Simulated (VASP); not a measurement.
A run of VASP 6.6.1:

File POSCAR:

```
Ga
1.0
    2.2160233300     -3.7989918400      0.0000000000
    2.2160233300      3.7989918400      0.0000000000
    0.0000000000      0.0000000000      4.5555035300
Ga
4
Direct
    0.6556957200      0.3443042800      0.4154013900
    0.8443042800      0.1556957200      0.9154013900
    0.3443042800      0.6556957200      0.5845986100
    0.1556957200      0.8443042800      0.0845986100
```

INCAR.step1

```
SYSTEM = Ga
  ALGO = Normal
  EDIFF = 1E-4
  ENCUT = 520
  GGA = PE
  ISMEAR = 0
  LASPH = .TRUE.
  LCHARG = .FALSE.
  LREAL = .FALSE.
  LWAVE = .TRUE.
  NBANDS = 34
  NELM = 60
  PREC = Accurate
  SIGMA = 0.1
```

File INCAR.step2:

```
SYSTEM = Ga
  ALGO = Normal
  EDIFF = 1E-6
  ENCUT = 520
  ISIF = 2
  ISMEAR = 0
  ISTART = 1
  LASPH = .TRUE.
  LCHARG = .FALSE.
  LMIXTAU = .TRUE.
  LREAL = .FALSE.
  LWAVE = .FALSE.
  METAGGA = R2SCAN
  NBANDS = 34
  NELM = 60
  PREC = Accurate
  SIGMA = 0.1
```

KPOINTS

```
k-points
0
G
  6 6 4
  0 0 0
```

Potentials or basis: VASP PAW PBE potentials, release 64 (Ga_d).

Launch:

```sh
$ cat potpaw_PBE.64/Ga_d/POTCAR > POTCAR
$ cp INCAR.step1 INCAR
$ mpirun -np 1 vasp_std > vasp.out
$ cp INCAR.step2 INCAR
$ mpirun -np 1 vasp_std > vasp.out
```

Hardware: 1 thread of Intel Xeon 6975P-C, with other jobs on the host.

**Question.** Estimate the wall time of this run.

**Answer.** It took 5.7 min on 1 thread of Intel Xeon 6975P-C (shared host), peak memory 0.25 GiB. Counts: k points 39.
